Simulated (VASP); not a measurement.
Here is a VASP 6.6.1 calculation.

The input INCAR:

```
PREC = Accurate ; ENCUT = 520
EDIFF = 1E-6 ; ISMEAR = -1
SIGMA = 0.15 ; LREAL = F
LASPH = T ; NELM = 60
ALGO = Normal ; ISIF = 2
LWAVE = F ; LCHARG = F
GGA = CA ; NBANDS = 27
```

File KPOINTS:

```
Automatic mesh
0
Gamma
  4 4 4
```

The input POSCAR:

```
MgCd3
1.0
    0.0000000000      3.5403250000      3.5403250000
    3.5403250000      0.0000000000      3.5403250000
    3.5403250000      3.5403250000      0.0000000000
Mg Cd
1 3
Direct
    0.5000000000      0.5000000000      0.5000000000
    0.0000000000      0.0000000000      0.0000000000
    0.2500000000      0.2500000000      0.2500000000
    0.7500000000      0.7500000000      0.7500000000
```

Potentials or basis: VASP PAW LDA potentials, release 64 (Mg, Cd).

Launch:

```console
$ cat potpaw_LDA.64/Mg/POTCAR potpaw_LDA.64/Cd/POTCAR > POTCAR
$ mpirun -np 1 vasp_std > vasp.out
```

(1) Estimate the pressure.

(2) Estimate the band gap on the k mesh.

Results:

(1) -4.7 GPa.

(2) zero (band 19 reaches 4.13 eV, above the bottom of band 20 at 1.06 eV).

Caveat: the k points lie up to 0.38 Å⁻¹ apart.
